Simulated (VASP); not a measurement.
Crystal: Eu.

```
Eu
1.0
    -2.25599    2.25599    2.25599
     2.25599   -2.25599    2.25599
     2.25599    2.25599   -2.25599
Eu
1
Direct
  0.00000 0.00000 0.00000
```

This cell differs from its parent crystal: volume scaled by 0.94.

Base run:

| Item | Value |
| --- | --- |
| Program | VASP 6.6.1 |
| Functional | LDA |
| Potentials or basis | VASP PAW PBE potentials, release 64 (Eu) |
| Cutoff | 520 eV |
| k mesh | 8 × 8 × 8 |
| Occupations | fermi-dirac, width 0.05 eV |
| Spin | collinear spin, ferromagnetic start |
| Starting moments | [7.0] μB |

Its results: pressure -3.6 GPa; net moment 7.21 μB per cell; site moments Eu +6.69 μB.

Problem. The run is repeated on the same cell with these changes: functional from LDA to PBEsol; further incar settings from ALGO = Normal; EDIFF = 1e-06; NBANDS = 18 to ALGO = Normal; EDIFF = 1e-07; NBANDS = 18. What comes out?

Solution. Pressure -2.4 GPa; net moment 7.31 μB per cell; site moments Eu +6.69 μB.

Caveats: the PAW data sets were made with another functional, which shifts forces and pressure a little.
